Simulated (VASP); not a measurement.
# ZnCd3Si4P8 (P1) in VASP: a series of runs

ZnCd3Si4P8 is run at these levels: PBEsol, PBEsol+D4; tasks: single point.

Everything below comes from runs of VASP 6.6.1. Logs are shortened: lines on timing, memory, paths and dates and some standing lists are left out, and cuts for length are marked.

## (1) The cell of the first run

The typed cell holds 32 atoms: a = 11.143 Å, b = 5.572 Å, c = 10.487 Å, α = 90.00°, β = 90.00°, γ = 90.00°.

## (2) Single point, PBEsol

INCAR reads:

```
PREC = Accurate
ENCUT = 520
EDIFF = 1E-7
ISMEAR = -1
SIGMA = 0.05
LREAL = Auto
LASPH = T
NELM = 100
ALGO = Normal
ISIF = 2
LWAVE = F
LCHARG = T
GGA = PS
LELF = T
LVHAR = T
ISYM = 0
NBANDS = 126
```

KPOINTS reads:

```
Automatic mesh
0
Gamma
  1 1 1
  0.25 0.25 0.25
```

POSCAR reads:

```
ZnCd3Si4P8
1.0
   11.1432480000     -0.0000590000     -0.0000240000
   -0.0000300000      5.5716240000     -0.0000120000
   -0.0000220000     -0.0000220000     10.4867670000
Cd Zn Si P
6 2 8 16
Direct
    0.9968300000      0.9906180000      0.9994470000
    0.9987700000      0.5021820000      0.2491920000
    0.5030030000      0.4993620000      0.2514020000
    0.2523840000      0.9984920000      0.7501020000
    0.2477820000      0.4971790000      0.4976740000
    0.7510920000      0.4975630000      0.5013200000
    0.4998640000      0.0000620000      0.0013580000
    0.7505520000      0.0009560000      0.7509100000
    0.0024690000      0.0046530000      0.5009600000
    0.4971210000      0.0069280000      0.5003880000
    0.2498380000      0.0009950000      0.2499980000
    0.7517610000      0.0067900000      0.2504930000
    0.2463770000      0.4982650000      0.9986000000
    0.7514910000      0.4927460000      0.0043680000
    0.9995030000      0.5088620000      0.7515020000
    0.4983230000      0.5015410000      0.7502000000
    0.1396370000      0.2470110000      0.1244100000
    0.6437810000      0.2495630000      0.1228060000
    0.1072560000      0.2522060000      0.6234190000
    0.6041090000      0.2487900000      0.6263980000
    0.3577160000      0.7533580000      0.1237720000
    0.8552150000      0.7479530000      0.1272680000
    0.3763910000      0.2111450000      0.3731740000
    0.8740230000      0.2087260000      0.3726780000
    0.1252040000      0.7910910000      0.3755410000
    0.6245010000      0.7875640000      0.3775030000
    0.1262130000      0.7143070000      0.8741900000
    0.6234060000      0.7212790000      0.8739260000
    0.3901190000      0.7434800000      0.6264830000
    0.8931560000      0.7484900000      0.6233220000
    0.3773330000      0.2876970000      0.8743120000
    0.8770490000      0.2830270000      0.8756890000
```

Potentials or basis: VASP PAW PBE potentials, release 64 (Cd, Zn, Si, P).

Run with:

```
$ cat potpaw_PBE.64/Cd/POTCAR potpaw_PBE.64/Zn/POTCAR potpaw_PBE.64/Si/POTCAR potpaw_PBE.64/P/POTCAR > POTCAR
$ mpirun -np 1 vasp_std > vasp.out
```

OUTCAR:

```text
PREC = Accurate
   ENCUT = 520
   EDIFF = 1E-7
   ISMEAR = -1
   LREAL = Auto
   LASPH = T
   NELM = 100
   ISIF = 2
   GGA = PS
   ISYM = 0

 ion  position               nearest neighbor table
   1  0.997  0.991  0.999-  22 2.47  32 2.47  27 2.48  17 2.51   2 3.78
   2  0.999  0.502  0.249-  22 2.46  17 2.49  24 2.51  25 2.52   1 3.78
   3  0.503  0.499  0.251-  26 2.48  23 2.49  18 2.49  21 2.53
   4  0.252  0.998  0.750-  29 2.46  27 2.49  31 2.50  19 2.53
   5  0.248  0.497  0.498-  19 2.46  25 2.49  29 2.49  23 2.51
   6  0.751  0.498  0.501-  30 2.47  24 2.51  26 2.51  20 2.51
   7  0.500  0.000  0.001-  21 2.46  28 2.47  18 2.48  31 2.49
   8  0.751  0.001  0.751-  28 2.47  32 2.48  20 2.50  30 2.51
[... 22 lines left out ...]
  31  0.377  0.288  0.874-  16 2.22  13 2.28   7 2.49   4 2.50
  32  0.877  0.283  0.876-  15 2.27  14 2.27   1 2.47   8 2.48

IMPORTANT INFORMATION: All symmetrisations will be switched off!
NOSYMM: (Re-)initialisation of all symmetry stuff for point group C_1.

----------------------------------------------------------------------------------------

                                     Primitive cell

  volume of cell :     651.0813

  direct lattice vectors                    reciprocal lattice vectors
    11.143248000 -0.000059000 -0.000024000     0.089740442  0.000000483  0.000000188
    -0.000030000  5.571624000 -0.000012000     0.000000950  0.179480884  0.000000377
    -0.000022000 -0.000022000 10.486767000     0.000000205  0.000000205  0.095358274

  length of vectors
    11.143248000  5.571624000 10.486767000     0.089740442  0.179480884  0.095358274

  position of ions in fractional coordinates (direct lattice)
     0.996830000  0.990618000  0.999447000
     0.998770000  0.502182000  0.249192000
     0.503003000  0.499362000  0.251402000
     0.252384000  0.998492000  0.750102000
     0.247782000  0.497179000  0.497674000
     0.751092000  0.497563000  0.501320000
[... 24 lines left out ...]
     0.377333000  0.287697000  0.874312000
     0.877049000  0.283027000  0.875689000

  ion indices of the primitive-cell ions
   primitive index   ion index
                 1           1
                 2           2
                 3           3
                 4           4
                 5           5
                 6           6
[... 24 lines left out ...]
                31          31
                32          32

----------------------------------------------------------------------------------------

 KPOINTS: Automatic mesh

Automatic generation of k-mesh.
 Grid dimensions read from file:
 generate k-points for:    1    1    1

 Generating k-lattice:

  Cartesian coordinates                     Fractional coordinates (reciprocal lattice)
     0.089740442  0.000000483  0.000000188     1.000000000 -0.000000000  0.000000000
     0.000000950  0.179480884  0.000000377    -0.000000000  1.000000000  0.000000000
     0.000000205  0.000000205  0.095358274     0.000000000  0.000000000  1.000000000

  Length of vectors
     0.089740442  0.179480884  0.095358274

  Shift w.r.t. Gamma in fractional coordinates (k-lattice)
     0.250000000  0.250000000  0.250000000

 Subroutine IBZKPT returns following result:
 ===========================================

 Found      4 irreducible k-points:

 Following reciprocal coordinates:
            Coordinates               Weight
  0.250000  0.250000  0.250000      2.000000
 -0.250000  0.250000 -0.250000      2.000000
 -0.250000 -0.250000  0.250000      2.000000
  0.250000 -0.250000 -0.250000      2.000000
   k-points           NKPTS =      4   k-points in BZ     NKDIM =      4   number of bands    NBANDS=    126
   number of dos      NEDOS =    301   number of ions     NIONS =     32
   total plane-waves  NPLWV = 282240
   dimension x,y,z NGX =    84 NGY =   42 NGZ =   80
   dimension x,y,z NGXF=   168 NGYF=   84 NGZF=  160
   ions per type =               6   2   8  16
   NGX,Y,Z   is equivalent  to a cutoff of  12.53, 12.53, 12.68 a.u.
   NGXF,Y,Z  is equivalent  to a cutoff of  25.06, 25.06, 25.36 a.u.
 SYSTEM =  unknown system
   PREC   = accura    normal or accurate (medium, high low for compatibility)
   ISTART =      0    job   : 0-new  1-cont  2-samecut
   ICHARG =      2    charge: 1-file 2-atom 10-const
   ISPIN  =      1    spin polarized calculation?
   LNONCOLLINEAR =      F non collinear calculations
   LSORBIT =      F    spin-orbit coupling
   LASPH  =      T    aspherical Exc in radial PAW
   ENCUT  =  520.0 eV  38.22 Ry    6.18 a.u.  20.72 10.36 19.50*2*pi/ulx,y,z
   NELM   =    100;   NELMIN=  2; NELMDL= -5     # of ELM steps
   EDIFF  = 0.1E-06   stopping-criterion for ELM
   LREAL  =      T    real-space projection
   EDIFFG = 0.1E-05   stopping-criterion for IOM
   NSW    =      0    number of steps for IOM
   IBRION =     -1    ionic relax: 0-MD 1-quasi-New 2-CG
   NFREE  =      0    steps in history (QN), initial steepest desc. (CG)
   ISIF   =      2    stress and relaxation
   ISYM   =      0    0-nonsym 1-usesym 2-fastsym
   POTIM  = 0.5000    time-step for ionic-motion
   TEBEG  =    0.0;   TEEND  =   0.0 temperature during run
   PSTRESS=    0.0 pullay stress
   NELECT =     208.0000    total number of electrons
   NUPDOWN=      -1.0000    fix difference up-down
   EMIN   =  10.00;   EMAX   =-10.00  energy-range for DOS
   EFERMI =   0.00;   METHOD = LEGACY
   ISMEAR =    -1;   SIGMA  =   0.05  broadening in eV -4-tet -1-fermi 0-gaus
   EFERMI_NEDOS =   21; number of points for ismear=-14 and -15
   IALGO  =     38    algorithm
   IMIX   =      4    mixing-type and parameters
     AMIX     =   0.40;   BMIX     =  1.00
     AMIX_MAG =   1.60;   BMIX_MAG =  1.00
  volume/ion in A,a.u.               =      20.35       137.30
  Fermi-wavevector in a.u.,A,eV,Ry     =   1.119139  2.114867 17.040931  1.252473
  Thomas-Fermi vector in A             =   2.255776
   LORBIT       =      0    0 simple, 1 ext, 2 COOP (PROOUT), +10 PAW based schemes
   GGA     = PS    functional components
   LHFCALC =     F    Hartree Fock is set to
   AEXX    =    0.0000 exact exchange contribution
   IVDW    =     0    specifies the selected vdW correction
   LEPSILON=     F    determine dielectric tensor
   LRPA    =     F    only Hartree local field effects (RPA)
 non-spin polarized calculation
  energy-cutoff  :      520.00
  volume of cell :      651.08
 maximum number of plane-waves:     17525
 NGX is ok and might be reduce to    84
   NGX = 41   NGY = 21   NGZ = 39

 number of electron     208.0000047 magnetization

 Free energy of the ion-electron system (eV)
  ---------------------------------------------------
  ext. energy  EPLUGINS =         0.00000000
  ---------------------------------------------------
  free energy    TOTEN  =      -155.15482122 eV

  energy without entropy =     -155.15482122  energy(sigma->0) =     -155.15482122

 E-fermi :   4.9649     XC(G=0):  -9.9004

 val. band max:        3.8572139895   @ k =  -0.2500   0.2500  -0.2500
 cond. band min:       6.0409601970   @ k =   0.2500  -0.2500  -0.2500
 fundamental gap:      2.1837462075
 Fermi energy:         4.9648929173

 k-point     1 :       0.2500    0.2500    0.2500
  band No.  band energies     occupation
      1      -8.3667      2.00000
      2      -8.0635      2.00000
      3      -7.9558      2.00000
      4      -7.7718      2.00000
      5      -7.3100      2.00000
      6      -7.2275      2.00000
[... 108 lines left out ...]
    115       7.0131      0.00000
    116       7.0959      0.00000

 k-point     2 :      -0.2500    0.2500   -0.2500
  band No.  band energies     occupation
      1      -8.3657      2.00000
      2      -8.0612      2.00000
      3      -7.9615      2.00000
      4      -7.7757      2.00000
      5      -7.3058      2.00000
      6      -7.2127      2.00000
[... 108 lines left out ...]
    115       7.0168      0.00000
    116       7.0940      0.00000

 k-point     3 :      -0.2500   -0.2500    0.2500
  band No.  band energies     occupation
      1      -8.3667      2.00000
      2      -8.0552      2.00000
      3      -7.9537      2.00000
      4      -7.8003      2.00000
      5      -7.2704      2.00000
      6      -7.2209      2.00000
[... 108 lines left out ...]
    115       7.0147      0.00000
    116       7.0805      0.00000

 k-point     4 :       0.2500   -0.2500   -0.2500
  band No.  band energies     occupation
      1      -8.3687      2.00000
      2      -8.0566      2.00000
      3      -7.9481      2.00000
      4      -7.7946      2.00000
      5      -7.2621      2.00000
      6      -7.2505      2.00000
[... 108 lines left out ...]
    115       7.0070      0.00000
    116       7.1066      0.00000
 [bands above 116 left out]

------------------------ aborting loop because EDIFF is reached ----------------------------------------

  FORCE on cell =-STRESS in cart. coord.  units (eV):
  Direction    XX          YY          ZZ          XY          YZ          ZX
  --------------------------------------------------------------------------------------
  -------------------------------------------------------------------------------------
  Total        2.7601294      2.7699158      2.8252355      1.0463071      0.1229602      0.9634247
  in kB        6.7921116      6.8161938      6.9523243      2.5747470      0.3025799      2.3707902
  external PRESSURE =       6.8535432 kB  Pullay stress =       0.0000000 kB

 VOLUME and BASIS-vectors are now :
 -----------------------------------------------------------------------------
  energy-cutoff  :      520.00
  volume of cell :      651.08
      direct lattice vectors                 reciprocal lattice vectors
    11.143248000 -0.000059000 -0.000024000     0.089740442  0.000000483  0.000000188
    -0.000030000  5.571624000 -0.000012000     0.000000950  0.179480884  0.000000377
    -0.000022000 -0.000022000 10.486767000     0.000000205  0.000000205  0.095358274

 POSITION                                       TOTAL-FORCE (eV/Angst)
 -----------------------------------------------------------------------------------
     11.10787      5.51927     10.48093         0.141811      0.050474      0.039834
     11.12952      2.79790      2.61319         0.137477     -0.023273      0.185647
      5.60507      2.78222      2.63638        -0.154293      0.162133     -0.163973
      2.81233      5.56319      7.86613        -0.106404      0.247108     -0.002471
      2.76107      2.77007      5.21898         0.221553      0.046749     -0.101004
      8.36958      2.77218      5.25720        -0.195837     -0.107680     -0.055808
[... 24 lines left out ...]
      4.20469      1.60290      9.16869         0.112784     -0.372748      0.883857
      9.77315      1.57685      9.18312        -0.704027      0.024294     -0.597811
 -----------------------------------------------------------------------------------
    total drift:                                0.016829     -0.004516      0.002934

  FREE ENERGIE OF THE ION-ELECTRON SYSTEM (eV)
  ---------------------------------------------------
  free  energy   TOTEN  =      -155.1548212188 eV

  energy  without entropy=     -155.1548212172  energy(sigma->0) =     -155.15482122
```

Wall time 7.9 min (1 thread of Intel Xeon Platinum 8559C (Emerald Rapids), shared host); peak memory 0.7 GiB.

Results:

```
Free energy            : -155.1548 eV
Pressure               : 0.7 GPa
Largest force          : 1.196 eV/Å
Band gap on the k mesh : 2.18 eV, indirect (least direct gap 2.19 eV)
```

Forces on the atoms (eV/Å):
```
Cd   0.142  0.050  0.040
Cd   0.137 -0.023  0.186
Cd  -0.154  0.162 -0.164
Cd  -0.106  0.247 -0.002
Cd   0.222  0.047 -0.101
Cd  -0.196 -0.108 -0.056
Zn  -0.008  0.006 -0.154
Zn  -0.057 -0.038 -0.049
Si  -0.434 -0.242 -0.120
Si   0.152 -0.875  0.281
Si   0.035 -0.022 -0.224
Si  -0.732 -0.759 -0.124
Si   0.604 -0.085  0.267
Si  -0.200  0.704 -0.946
Si   0.061 -0.619 -0.225
Si   0.355  0.163  0.053
P    0.572  0.057 -0.012
P   -0.521 -0.849 -0.122
P   -0.484  0.170  0.571
P    0.523 -0.374  0.530
P    0.020  0.191 -0.493
P   -0.437  0.059 -0.020
P   -0.303  0.045 -0.091
P    0.527  0.151  0.529
P   -0.027  0.165 -0.123
P    0.177  0.683 -0.090
P   -0.118 -0.187 -0.005
P    0.434  0.374  0.364
P    0.594  0.354 -0.543
P   -0.185  0.900  0.558
P    0.113 -0.373  0.884
P   -0.704  0.024 -0.598
```

Stress tensor (GPa, compression positive):
```
0.68 0.26 0.24
0.26 0.68 0.03
0.24 0.03 0.70
```

Caveat: the k points lie up to 1.13 Å⁻¹ apart; the PAW data sets were made with another functional, which shifts forces and pressure a little.

## (3) Single point, PBEsol

INCAR reads:

```
ALGO = Normal ; EDIFF = 1E-7
ENCUT = 520 ; GGA = PS
ISIF = 2 ; ISMEAR = -1
ISYM = 0 ; LASPH = T
LCHARG = F ; LREAL = Auto
LWAVE = F ; NBANDS = 126
NELECT = 206.0 ; NELM = 100
PREC = Accurate ; SIGMA = 0.05
```

KPOINTS is that of step 2.

POSCAR is that of step 2.

Potentials or basis: VASP PAW PBE potentials, release 64 (Cd, Zn, Si, P).

Run with:

```
$ cat potpaw_PBE.64/Cd/POTCAR potpaw_PBE.64/Zn/POTCAR potpaw_PBE.64/Si/POTCAR potpaw_PBE.64/P/POTCAR > POTCAR
$ mpirun -np 1 vasp_std > vasp.out
```

It took 7.4 min on 1 thread of Intel Xeon Platinum 8559C (Emerald Rapids), shared host; peak memory 0.7 GiB.

The run converged. Its results:

* Free energy: -162.9608 eV
* Largest force: 1.155 eV/Å

Forces on the atoms (eV/Å):
```
Cd   0.142  0.074  0.034
Cd   0.153 -0.011  0.200
Cd  -0.144  0.145 -0.157
Cd  -0.150  0.254  0.024
Cd   0.192  0.036 -0.106
Cd  -0.143 -0.121 -0.044
Zn  -0.008  0.001 -0.139
Zn  -0.020 -0.040 -0.026
Si  -0.423 -0.255 -0.093
Si   0.153 -0.795  0.260
Si   0.010 -0.045 -0.189
Si  -0.679 -0.713 -0.124
Si   0.565 -0.078  0.272
Si  -0.169  0.649 -0.941
Si   0.035 -0.591 -0.192
Si   0.377  0.137  0.098
P    0.462  0.000 -0.021
P   -0.645 -0.876 -0.135
P   -0.343  0.152  0.544
P    0.590 -0.408  0.499
P    0.162  0.246 -0.490
P   -0.367  0.096 -0.027
P   -0.261  0.107 -0.104
P    0.466  0.197  0.512
P   -0.036  0.120 -0.134
P    0.116  0.594 -0.075
P   -0.077 -0.108 -0.016
P    0.418  0.491  0.345
P    0.497  0.377 -0.530
P   -0.313  0.912  0.507
P    0.151 -0.480  0.841
P   -0.711 -0.064 -0.593
```

Levels at points of the mesh, in eV from the Fermi level:
```
           k point  band 101  band 102  band 103  band 104  band 105  band 106  band 107  band 108
(0.25, 0.25, 0.25)     -0.15     -0.08     -0.04     -0.01      2.27      2.51      2.53      2.62
```

Caveat: the k points lie up to 1.13 Å⁻¹ apart; the cell carries a net charge on a neutralising background, which shifts energy and pressure; the cell is charged against a uniform background, so pressure and absolute levels hang on convention; the PAW data sets were made with another functional, which shifts forces and pressure a little.

## (4) Single point, PBEsol+D4

INCAR reads:

```
SYSTEM = ZnCd3Si4P8
ALGO     = Normal         ! electronic algorithm
EDIFF    = 1E-6           ! SCF threshold, eV
ENCUT    = 520            ! plane-wave cutoff, eV
GGA      = PS             ! functional
ISIF     = 2              ! what is computed and relaxed
ISMEAR   = -1             ! smearing method
ISYM     = 0            
IVDW     = 13             ! dispersion correction
LASPH    = .TRUE.         ! aspherical terms in the spheres
LCHARG   = .FALSE.        ! write CHGCAR
LREAL    = Auto         
LWAVE    = .FALSE.        ! write WAVECAR
NBANDS   = 126            ! bands
NELM     = 60             ! most SCF steps
PREC     = Accurate       ! precision mode
SIGMA    = 0.05           ! smearing width, eV
```

KPOINTS is that of step 3.

POSCAR is that of step 3.

Run with:

```
$ cat potpaw_PBE.64/Cd/POTCAR potpaw_PBE.64/Zn/POTCAR potpaw_PBE.64/Si/POTCAR potpaw_PBE.64/P/POTCAR > POTCAR
$ mpirun -np 1 vasp_std > vasp.out
```

It took 6.8 min on 1 thread of Intel Xeon Platinum 8559C (Emerald Rapids), shared host; peak memory 0.7 GiB.

Results (log left out):

- Free energy: -161.8409 eV
- Pressure: -0.8 GPa
- Largest force: 1.195 eV/Å
- Band gap on the k mesh: 2.18 eV, indirect (least direct gap 2.19 eV)
- Dispersion energy per atom: -0.209 eV

Forces in eV/Å, atoms in the order of the input:
```
Cd   0.143  0.051  0.040
Cd   0.139 -0.023  0.186
Cd  -0.155  0.162 -0.164
Cd  -0.107  0.247 -0.003
Cd   0.220  0.047 -0.102
Cd  -0.195 -0.107 -0.056
Zn  -0.009  0.006 -0.153
Zn  -0.057 -0.038 -0.049
Si  -0.433 -0.241 -0.120
Si   0.151 -0.874  0.281
Si   0.034 -0.022 -0.224
Si  -0.731 -0.759 -0.124
Si   0.603 -0.085  0.268
Si  -0.199  0.704 -0.945
Si   0.061 -0.619 -0.225
Si   0.355  0.163  0.053
P    0.565  0.057 -0.011
P   -0.527 -0.850 -0.122
P   -0.477  0.169  0.569
P    0.529 -0.374  0.529
P    0.026  0.191 -0.492
P   -0.429  0.060 -0.019
P   -0.304  0.051 -0.091
P    0.528  0.158  0.529
P   -0.027  0.158 -0.123
P    0.177  0.677 -0.090
P   -0.118 -0.180 -0.005
P    0.433  0.381  0.364
P    0.586  0.355 -0.544
P   -0.191  0.900  0.557
P    0.112 -0.380  0.884
P   -0.703  0.017 -0.598
```

Stress tensor (GPa, compression positive):
```
-0.85  0.26  0.24
 0.26 -0.85  0.03
 0.24  0.03 -0.82
```

Levels at points of the mesh, in eV from the valence-band top:
| k point | band 102 | band 103 | band 104 | band 105 | band 106 | band 107 |
| --- | --- | --- | --- | --- | --- | --- |
| (0.25, 0.25, 0.25) | -0.10 | -0.04 | -0.01 | 2.20 | 2.44 | 2.47 |

Caveat: the k points lie up to 1.13 Å⁻¹ apart; the PAW data sets were made with another functional, which shifts forces and pressure a little.
